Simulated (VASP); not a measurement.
**P: single point with PBEsol**

The system is P.

```
CELL_PARAMETERS angstrom
1.65871 -5.14536 0.00000
1.65871 5.14536 0.00000
0.00000 0.00000 4.19717
ATOMIC_POSITIONS crystal
P 0.10528 0.89472 0.92713
P 0.60528 0.39472 0.57287
P 0.89472 0.10528 0.07287
P 0.39472 0.60528 0.42713
```

| Item | Value |
| --- | --- |
| Program | VASP 6.6.1 |
| Task | single point |
| Functional | PBEsol |
| Potentials or basis | VASP PAW PBE potentials, release 64 (P) |
| Cutoff | 520 eV |
| k mesh | 14 × 14 × 10 |
| Occupations | gaussian, width 0.1 eV |
| Spin | no spin polarisation |

```yaml
Pressure: -0.1 GPa
Largest_force: 0.035 eV/Å
Band_gap_on_the_k_mesh: zero (band 10 reaches 7.37 eV, above the bottom of band 11 at 7.10 eV)
```

Forces in eV/Å, atoms in the order of the input:
```
P    0.000  0.025 -0.024
P    0.000  0.025  0.024
P    0.000 -0.025  0.024
P    0.000 -0.025 -0.024
```

Stress tensor (GPa, compression positive):
```
-0.06  0.00  0.00
 0.00 -0.15  0.00
 0.00  0.00 -0.06
```

Levels at points of the mesh, in eV from the Fermi level:
```tsv
k point	band 8	band 9	band 10	band 11	band 12	band 13
(0.00, 0.00, 0.00)	-2.88	-2.56	-1.33	0.96	1.20	1.92
(0.50, 0.00, 0.00)	-3.22	-2.64	-2.64	0.80	0.80	1.03
(0.50, 0.50, 0.00)	-2.11	-1.82	-0.39	0.51	0.62	2.46
(0.00, 0.00, 0.50)	-3.03	-0.89	-0.89	1.50	1.50	2.31
(0.50, 0.00, 0.50)	-5.72	-2.07	-2.07	1.58	1.58	4.64
(0.50, 0.50, 0.50)	-2.45	-1.27	-1.27	1.32	1.32	2.68
```

Wall time 3.7 min on 1 thread of Intel(R) Xeon(R) 6975P-C (Granite Rapids), on a shared host, peak memory 0.43 GiB.

Caveat: the PAW data sets were made with another functional, which shifts forces and pressure a little.
